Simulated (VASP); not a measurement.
The system is Be2C.

```
C Be
1.0
     0.00000    2.20746    2.20746
     2.20746    0.00000    2.20746
     2.20746    2.20746    0.00000
C Be
1 2
Direct
  0.00000 0.00000 0.00000
  0.75000 0.75000 0.75000
  0.25000 0.25000 0.25000
```

This cell differs from its parent crystal: volume scaled by 1.06.

Base run:

```yaml
Program: VASP 6.6.1
Functional: PBE
Potentials_or_basis: VASP PAW PBE potentials, release 64 (C, Be)
Cutoff: 600 eV
k_mesh: 11 × 11 × 11
Occupations: fermi-dirac, width 0.05 eV
Spin: no spin polarisation
```

Its results: band gap on the k mesh 1.23 eV, indirect (least direct gap 4.02 eV); pressure -10.6 GPa.

Q: The run is repeated on the same cell with these changes: functional from PBE to LDA; potentials or basis from VASP PAW PBE potentials, release 64 (C, Be) to VASP PAW LDA potentials, release 64 (C, Be). What comes out?

A: Band gap on the k mesh 1.24 eV, indirect (least direct gap 3.92 eV); pressure -18.0 GPa.

A k mesh can miss the band edges.
